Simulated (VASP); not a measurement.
Set up this calculation in VASP 6.6.1, as the native input.

| Quantity | Value |
| --- | --- |
| Task | relaxation of the atoms |
| Functional | PBEsol |
| Potentials or basis | VASP PAW PBE potentials, release 64 (Ag, C, H) |
| Cutoff | 520 eV |
| k mesh | 10 × 10 × 1 |
| Occupations | gaussian, width 0.1 eV |
| Spin | no spin polarisation |
| Dipole correction | yes |
| Atoms held fixed (from 0) | [0, 1] |
| Further INCAR settings | ALGO = Normal; EDIFF = 1e-06; IBRION = 2; EDIFFG = -0.03; NSW = 90 |

The structure of Ag4HC lies in POSCAR:

```
Ag4HC
1.0
    2.8669036820      0.0000000000      0.0000000000
    0.0000000000      2.8669036820      0.0000000000
    0.0000000000      0.0000000000     26.1816211037
Ag C H
4 1 1
Selective dynamics
Direct
    0.5000000000      0.5000000000      0.3246552216  F F F
    0.0000000000      0.0000000000      0.4020838509  F F F
    0.5000000000      0.5000000000      0.4797748769  T T T
    0.0000000000      0.0000000000      0.5555565503  T T T
    0.5000000000      0.5000000000      0.5899318090  T T T
    0.5000000000      0.5000000000      0.6319460142  T T T
```

The input as run:

INCAR

```
  PREC = Accurate
  ENCUT = 520
  EDIFF = 1E-6
  ISMEAR = 0
  SIGMA = 0.1
  LREAL = F
  LASPH = T
  NELM = 100
  ALGO = Normal
  ISIF = 2
  LWAVE = F
  LCHARG = F
  LDIPOL = T
  IDIPOL = 3
  DIPOL = 0.5 0.5 0.497
  GGA = PS
  IBRION = 2
  NSW = 90
  EDIFFG = -0.03
```

KPOINTS

```
regular mesh
0
Gamma
  10 10 1
```

Potentials or basis: VASP PAW PBE potentials, release 64 (Ag, C, H).

Run with:

```bash
$ cat potpaw_PBE.64/Ag/POTCAR potpaw_PBE.64/C/POTCAR potpaw_PBE.64/H/POTCAR > POTCAR
$ mpirun -np 1 vasp_std > vasp.out
```

It gave:

```yaml
Energy_gained_by_relaxing: 22.6 meV/atom
Ionic_steps: 28
```

It took 34 min on 1 thread of Intel Xeon 6975P-C, with other jobs on the host, peak memory 0.42 GiB.
